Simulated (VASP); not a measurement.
# Mo12N in VASP: single point with PBE

Aim: the single point of Mo12N with PBE.

Everything below comes from runs of VASP 6.6.1. Logs are shortened: lines on timing, memory, paths and dates and some standing lists are left out, and cuts for length are marked.

## (1) The cell of the first run

The cell holds a slab with vacuum, 13 atoms: a = 5.474 Å, b = 5.474 Å, c = 19.808 Å, α = 90.00°, β = 90.00°, γ = 109.47°.

## (2) Single point, PBE

File INCAR:

```
PREC = Accurate
ENCUT = 520
EDIFF = 1E-6
ISMEAR = 0
SIGMA = 0.1
LREAL = F
LASPH = T
NELM = 80
ALGO = Normal
ISIF = 2
LWAVE = F
LCHARG = F
LDIPOL = T
IDIPOL = 3
DIPOL = 0.5 0.5 0.326
GGA = PE
NBANDS = 98
```

File KPOINTS:

```
Automatic mesh
0
Gamma
  5 5 1
```

File POSCAR:

```
Mo12N
1.0
    5.4740909335      0.0000000000      0.0000000000
   -1.8246969778      5.1610224265      0.0000000000
    0.0000000000      0.0000000000     19.8082441086
Mo N
12 1
Direct
    0.2500000000      0.2500000000      0.2019361221
    0.2500000000      0.7500000000      0.2019361221
    0.7500000000      0.2500000000      0.2019361221
    0.7500000000      0.7500000000      0.2019361221
    0.0000000000      0.0000000000      0.3106875862
    0.0000000000      0.5000000000      0.3106875862
    0.5000000000      0.0000000000      0.3106875862
    0.5000000000      0.5000000000      0.3106875862
    0.2500000000      0.2500000000      0.4194336491
    0.2500000000      0.7500000000      0.4194336491
    0.7500000000      0.2500000000      0.4194336491
    0.7500000000      0.7500000000      0.4194336491
    0.3333333333      0.3333333333      0.5033753647
```

Potentials or basis: VASP PAW PBE potentials, release 64 (Mo_sv, N).

On the command line:

```sh
$ cat potpaw_PBE.64/Mo_sv/POTCAR potpaw_PBE.64/N/POTCAR > POTCAR
$ mpirun -np 1 vasp_std > vasp.out
```

OUTCAR:

```text
PREC = Accurate
   ENCUT = 520
   EDIFF = 1E-6
   ISMEAR = 0
   LREAL = F
   LASPH = T
   NELM = 80
   ISIF = 2
   GGA = PE

 ion  position               nearest neighbor table
   1  0.250  0.250  0.202-   5 2.67   8 2.67   2 2.74   2 2.74   3 2.74   3 2.74   7 3.10   6 3.10
                             4 3.16   4 3.16
   2  0.250  0.750  0.202-   6 2.67   7 2.67   1 2.74   1 2.74   4 2.74   4 2.74   5 3.10   8 3.10
                             3 3.16   3 3.16
   3  0.750  0.250  0.202-   6 2.67   7 2.67   4 2.74   4 2.74   1 2.74   1 2.74   5 3.10   8 3.10
                             2 3.16   2 3.16
   4  0.750  0.750  0.202-   5 2.67   8 2.67   3 2.74   3 2.74   2 2.74   2 2.74   7 3.10   6 3.10
                             1 3.16   1 3.16
   5  0.000  0.000  0.311-   9 2.67  12 2.67   1 2.67   4 2.67   6 2.74   6 2.74   7 2.74   7 2.74
                            11 3.10  10 3.10   3 3.10   2 3.10   8 3.16   8 3.16
   6  0.000  0.500  0.311-  10 2.67  11 2.67   2 2.67   3 2.67   5 2.74   5 2.74   8 2.74   8 2.74
                             9 3.10  12 3.10   1 3.10   4 3.10   7 3.16   7 3.16
   7  0.500  0.000  0.311-  10 2.67  11 2.67   2 2.67   3 2.67   8 2.74   8 2.74   5 2.74   5 2.74
                             9 3.10  12 3.10   1 3.10   4 3.10   6 3.16   6 3.16
   8  0.500  0.500  0.311-   9 2.67  12 2.67   1 2.67   4 2.67   7 2.74   7 2.74   6 2.74   6 2.74
                            11 3.10  10 3.10   3 3.10   2 3.10   5 3.16   5 3.16
   9  0.250  0.250  0.419-  13 1.74   8 2.67   5 2.67  10 2.74  10 2.74  11 2.74  11 2.74   6 3.10
                             7 3.10  12 3.16  12 3.16
  10  0.250  0.750  0.419-   6 2.67   7 2.67   9 2.74   9 2.74  12 2.74  12 2.74   5 3.10   8 3.10
                            11 3.16  11 3.16
  11  0.750  0.250  0.419-   6 2.67   7 2.67  12 2.74  12 2.74   9 2.74   9 2.74   5 3.10   8 3.10
                            10 3.16  10 3.16
  12  0.750  0.750  0.419-   5 2.67   8 2.67  11 2.74  11 2.74  10 2.74  10 2.74   7 3.10   6 3.10
                             9 3.16   9 3.16
  13  0.333  0.333  0.503-   9 1.74

  LATTYP: Found a base centered orthorhombic cell.
 ALAT       =     6.3209357480
 B/A-ratio  =     1.4142135624
 C/A-ratio  =     3.1337518523

  Lattice vectors:

 A1 = (   5.4740909335,   0.0000000000,   0.0000000000)
 A2 = (  -1.8246969778,   5.1610224265,   0.0000000000)
 A3 = (   0.0000000000,   0.0000000000,  19.8082441086)

Analysis of symmetry for initial positions (statically):
=====================================================================
 Subroutine PRICEL returns:
 Original cell was already a primitive cell.

 Routine SETGRP: Setting up the symmetry group for a
 base centered orthorhombic supercell.

 Subroutine GETGRP returns: Found  2 space group operations
 (whereof  2 operations were pure point group operations)
 out of a pool of  8 trial point group operations.

The static configuration has the point symmetry C_1h.

Analysis of symmetry for dynamics (positions and initial velocities):
=====================================================================
 Subroutine PRICEL returns:
 Original cell was already a primitive cell.

 Routine SETGRP: Setting up the symmetry group for a
 base centered orthorhombic supercell.

 Subroutine GETGRP returns: Found  2 space group operations
 (whereof  2 operations were pure point group operations)
 out of a pool of  8 trial point group operations.

The dynamic configuration has the point symmetry C_1h.

 Subroutine INISYM returns: Found  2 space group operations
 (whereof  2 operations are pure point group operations),
 and found     1 'primitive' translations

----------------------------------------------------------------------------------------

                                     Primitive cell

  volume of cell :     559.6207

  direct lattice vectors                    reciprocal lattice vectors
     5.474090934  0.000000000  0.000000000     0.182678734  0.064586686  0.000000000
    -1.824696978  5.161022426  0.000000000     0.000000000  0.193760057  0.000000000
     0.000000000  0.000000000 19.808244109     0.000000000  0.000000000  0.050484031

  length of vectors
     5.474090934  5.474090933 19.808244109     0.193760057  0.193760057  0.050484031

  position of ions in fractional coordinates (direct lattice)
     0.250000000  0.250000000  0.201936122
     0.250000000  0.750000000  0.201936122
     0.750000000  0.250000000  0.201936122
     0.750000000  0.750000000  0.201936122
[... 52 lines left out ...]
 Following reciprocal coordinates:
            Coordinates               Weight
  0.000000  0.000000  0.000000      1.000000
  0.200000 -0.000000  0.000000      4.000000
  0.400000  0.000000  0.000000      4.000000
  0.200000  0.200000  0.000000      2.000000
  0.400000  0.200000  0.000000      4.000000
 -0.400000  0.200000  0.000000      4.000000
 -0.200000  0.200000  0.000000      2.000000
  0.400000  0.400000  0.000000      2.000000
 -0.400000  0.400000  0.000000      2.000000
   k-points           NKPTS =      9   k-points in BZ     NKDIM =      9   number of bands    NBANDS=     98
   number of dos      NEDOS =    301   number of ions     NIONS =     13
   total plane-waves  NPLWV = 264600
   dimension x,y,z NGX =    42 NGY =   42 NGZ =  150
   dimension x,y,z NGXF=    84 NGYF=   84 NGZF=  300
   ions per type =              12   1
   NGX,Y,Z   is equivalent  to a cutoff of  12.76, 12.76, 12.59 a.u.
   NGXF,Y,Z  is equivalent  to a cutoff of  25.51, 25.51, 25.18 a.u.
 SYSTEM =  unknown system
   PREC   = accura    normal or accurate (medium, high low for compatibility)
   ISTART =      0    job   : 0-new  1-cont  2-samecut
   ICHARG =      2    charge: 1-file 2-atom 10-const
   ISPIN  =      1    spin polarized calculation?
   LNONCOLLINEAR =      F non collinear calculations
   LSORBIT =      F    spin-orbit coupling
   LASPH  =      T    aspherical Exc in radial PAW
   ENCUT  =  520.0 eV  38.22 Ry    6.18 a.u.  10.18 10.18 36.83*2*pi/ulx,y,z
   NELM   =     80;   NELMIN=  2; NELMDL= -5     # of ELM steps
   EDIFF  = 0.1E-05   stopping-criterion for ELM
   LREAL  =      F    real-space projection
   EDIFFG = 0.1E-04   stopping-criterion for IOM
   NSW    =      0    number of steps for IOM
   IBRION =     -1    ionic relax: 0-MD 1-quasi-New 2-CG
   NFREE  =      0    steps in history (QN), initial steepest desc. (CG)
   ISIF   =      2    stress and relaxation
   ISYM   =      2    0-nonsym 1-usesym 2-fastsym
   POTIM  = 0.5000    time-step for ionic-motion
   TEBEG  =    0.0;   TEEND  =   0.0 temperature during run
   PSTRESS=    0.0 pullay stress
   NELECT =     173.0000    total number of electrons
   NUPDOWN=      -1.0000    fix difference up-down
   EMIN   =  10.00;   EMAX   =-10.00  energy-range for DOS
   EFERMI =   0.00;   METHOD = LEGACY
   ISMEAR =     0;   SIGMA  =   0.10  broadening in eV -4-tet -1-fermi 0-gaus
   EFERMI_NEDOS =   21; number of points for ismear=-14 and -15
   IALGO  =     38    algorithm
   IMIX   =      4    mixing-type and parameters
     AMIX     =   0.40;   BMIX     =  1.00
     AMIX_MAG =   1.60;   BMIX_MAG =  1.00
  volume/ion in A,a.u.               =      43.05       290.50
  Fermi-wavevector in a.u.,A,eV,Ry     =   1.106944  2.091821 16.671557  1.225325
  Thomas-Fermi vector in A             =   2.243452
   LORBIT       =      0    0 simple, 1 ext, 2 COOP (PROOUT), +10 PAW based schemes
   GGA     = PE    functional components
   LHFCALC =     F    Hartree Fock is set to
   AEXX    =    0.0000 exact exchange contribution
   IVDW    =     0    specifies the selected vdW correction
   LEPSILON=     F    determine dielectric tensor
   LRPA    =     F    only Hartree local field effects (RPA)
 non-spin polarized calculation
 Gauss-broadening in eV      SIGMA  =   0.10
  energy-cutoff  :      520.00
  volume of cell :      559.62
 maximum number of plane-waves:     15102
 NGX is ok and might be reduce to    42
   NGX = 21   NGY = 21   NGZ = 73

 dipolmoment           0.000000      0.000000     -0.059951 electrons x Angstroem

 number of electron     172.9999984 magnetization

 dipolmoment           0.000000      0.000000      0.150138 electrons x Angstroem

 Free energy of the ion-electron system (eV)
  ---------------------------------------------------
  ext. energy  EPLUGINS =         0.00000000
  ---------------------------------------------------
  free energy    TOTEN  =      -128.96478790 eV

  energy without entropy =     -128.89945330  energy(sigma->0) =     -128.93212060

 E-fermi :   1.0283     XC(G=0):  -5.6423

 val. band max:        1.0103205427   @ k =  -0.2000   0.2000   0.0000
 cond. band min:       1.0354145475   @ k =   0.4000   0.0000   0.0000
 fundamental gap:      0.0250940049
 Fermi energy:         1.0283321659

 k-point     1 :       0.0000    0.0000    0.0000
  band No.  band energies     occupation
      1     -60.2027      2.00000
      2     -60.0283      2.00000
      3     -60.0017      2.00000
      4     -59.9861      2.00000
      5     -59.9553      2.00000
      6     -59.8890      2.00000
[... 898 lines left out ...]
     97       1.8003      0.00000
     98       1.9342      0.00000

------------------------ aborting loop because EDIFF is reached ----------------------------------------

 vacuum level on the upper side and lower side of the slab       (xc-potential included)         0.460        -0.476

  FORCE on cell =-STRESS in cart. coord.  units (eV):
  Direction    XX          YY          ZZ          XY          YZ          ZX
  --------------------------------------------------------------------------------------
  -------------------------------------------------------------------------------------
  Total       -8.1106090     -7.6737229      3.3776996      0.6178503      1.5356844      1.0858925
  in kB      -23.2204331    -21.9696410      9.6702537      1.7688872      4.3966189      3.1088781
  external PRESSURE =     -11.8399401 kB  Pullay stress =       0.0000000 kB

 VOLUME and BASIS-vectors are now :
 -----------------------------------------------------------------------------
  energy-cutoff  :      520.00
  volume of cell :      559.62
      direct lattice vectors                 reciprocal lattice vectors
     5.474090934  0.000000000  0.000000000     0.182678734  0.064586686  0.000000000
    -1.824696978  5.161022426  0.000000000     0.000000000  0.193760057  0.000000000
     0.000000000  0.000000000 19.808244109     0.000000000  0.000000000  0.050484031

 POSITION                                       TOTAL-FORCE (eV/Angst)
 -----------------------------------------------------------------------------------
      0.91235      1.29026      4.00000         0.026625      0.037654      0.124721
      0.00000      3.87077      4.00000        -0.055024      0.019383     -0.259451
      3.64939      1.29026      4.00000         0.036615     -0.045416     -0.259451
      2.73705      3.87077      4.00000         0.127399      0.180170      0.446249
      0.00000      0.00000      6.15418        -0.392117     -0.554537     -1.021871
     -0.91235      2.58051      6.15418        -0.083835     -0.082467      0.150316
      2.73705      0.00000      6.15418        -0.049806     -0.106530      0.150316
      1.82470      2.58051      6.15418         0.270198      0.382117     -0.939844
      0.91235      1.29026      8.30824        -0.425430     -0.601649      1.263969
      0.00000      3.87077      8.30824        -0.070296     -0.279531      0.292468
      3.64939      1.29026      8.30824        -0.240112     -0.159453      0.292468
      2.73705      3.87077      8.30824         0.181820      0.257133     -0.309110
      1.21646      1.72034      9.97098         0.673962      0.953126      0.069220
 -----------------------------------------------------------------------------------
    total drift:                                0.000005      0.000007      0.001158

  FREE ENERGIE OF THE ION-ELECTRON SYSTEM (eV)
  ---------------------------------------------------
  free  energy   TOTEN  =      -128.9647878970 eV

  energy  without entropy=     -128.8994533025  energy(sigma->0) =     -128.93212060

 vacuum level on the upper side and lower side of the slab         6.663         5.701
```

Wall time 47 min (1 thread of Intel Xeon 8259CL, shared host); peak memory 0.76 GiB.

Results:

| Quantity | Value |
| --- | --- |
| Free energy | -128.9648 eV |
| Largest force | 1.463 eV/Å |
| Band gap on the k mesh | zero (an odd number of electrons rules out a gap without spin polarisation) |

Forces in eV/Å, atoms in the order of the input:
```
Mo   0.027  0.038  0.125
Mo  -0.055  0.019 -0.259
Mo   0.037 -0.045 -0.259
Mo   0.127  0.180  0.446
Mo  -0.392 -0.555 -1.022
Mo  -0.084 -0.082  0.150
Mo  -0.050 -0.107  0.150
Mo   0.270  0.382 -0.940
Mo  -0.425 -0.602  1.264
Mo  -0.070 -0.280  0.292
Mo  -0.240 -0.159  0.292
Mo   0.182  0.257 -0.309
N    0.674  0.953  0.069
```

The gap in the log of VASP goes by the Fermi energy; the results here count the filled bands.